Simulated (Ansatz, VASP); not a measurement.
**GaSb: VASP beside Ansatz**

Contents of INCAR:

```
SYSTEM = GaSb
ALGO = Normal ; EDIFF = 1E-7
ENCUT = 520 ; ISIF = 2
ISMEAR = -1 ; LASPH = .True.
LCHARG = .False. ; LREAL = .False.
LWAVE = .False. ; NBANDS = 16
NELM = 60 ; PREC = Accurate
SIGMA = 0.05
```

Contents of KPOINTS:

```
k-points
0
Gamma
  10 10 10
  0 0 0
```

POSCAR

```
GaSb
1.0
   -2.7534340000      2.7534340000      1.5907070000
    2.7534340000     -2.7534340000      1.5907070000
    2.7534340000      2.7534340000     -1.5907070000
Sb Ga
1 1
Direct
    0.0000000000      0.0000000000      0.0000000000
    0.7500000000      0.2500000000      0.5000000000
```

The input input.yaml:

```yaml
crystal:
  lattice:
    - [-2.753434, 2.753434, 1.590707]
    - [2.753434, -2.753434, 1.590707]
    - [2.753434, 2.753434, -1.590707]
  atoms:
    - { symbol: Sb, position: [0.0, 0.0, 0.0] }
    - { symbol: Ga, position: [0.75, 0.25, 0.5] }
hamiltonian:
  xc: lda
  pseudopotentials: { kind: paw }
kpoints:
  mp_grid: { grid: [10, 10, 10] }
scf:
  occupations: { method: fermi_dirac, width: 0.05 }
output:
  forces: true
  stress: true
  eigenvalues: true
```

Alike in both runs: task single point; functional LDA; k mesh 10 × 10 × 10; occupations fermi-dirac, width 0.05 eV; no spin polarisation.

|  | VASP | Ansatz |
| --- | --- | --- |
| version | VASP 6.6.1 | Ansatz 0.2.0 |
| potentials or method | VASP PAW LDA potentials, release 64 (Sb, Ga_d) | Ansatz PAW |
| plane-wave cutoff (eV) | 520 | 420 |
| valence electrons in the cell | 18 | 28 |

```tsv
	VASP	Ansatz	Ansatz less VASP
gap on the k mesh at the Fermi level (eV)	none	none	-
pressure (GPa)	-4.2	-4.3	-0.12
traceless stress, the component that is largest in VASP (GPa)	-0.26	-0.24	+0.015
```

LDA's correlation is that of Perdew and Zunger in VASP and of Perdew and Wang (1992) in Ansatz. A gap of «none» marks a metal or a gap that the smearing closes. VASP's potentials hold 18 valence electrons a cell and Ansatz's 28, so a difference there can come from the potentials and not from the codes.

Spin-orbit coupling is off throughout.
